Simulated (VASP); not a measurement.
# Pd: single point with PBE

Crystal: Pd.

```
CELL_PARAMETERS angstrom
0.00000 1.97417 1.97417
1.97417 0.00000 1.97417
1.97417 1.97417 0.00000
ATOMIC_POSITIONS crystal
Pd 0.00000 0.00000 0.00000
```

```yaml
Program: VASP 6.6.1
Task: single point
Functional: PBE
Potentials_or_basis: VASP PAW PBE potentials, release 64 (Pd)
Cutoff: 500 eV
k_mesh: 8 × 8 × 8
Occupations: gaussian, width 0.1 eV
Spin: no spin polarisation
Dipole_correction: no
Further_INCAR_settings: ALGO = Normal; EDIFF = 1e-06; NBANDS = 11
```

* Pressure: -0.2 GPa
* Band gap on the k mesh: zero (bands 5 and 6 overlap by 1.49 eV)

Levels at points of the mesh, in eV from the Fermi level:
```tsv
k point	band 3	band 4	band 5	band 6	band 7	band 8
(0.00, 0.00, 0.00)	-2.72	-2.72	-1.21	-1.21	17.07	21.60
(0.50, 0.00, 0.00)	-2.76	-0.09	-0.09	1.01	6.92	16.41
(0.50, 0.50, 0.00)	-0.12	0.21	0.21	3.26	10.26	12.88
```

It took 2.7 s on 1 thread of AMD EPYC 9R45 96-Core Processor (Zen 5), on a shared host, peak memory 0.09 GiB.
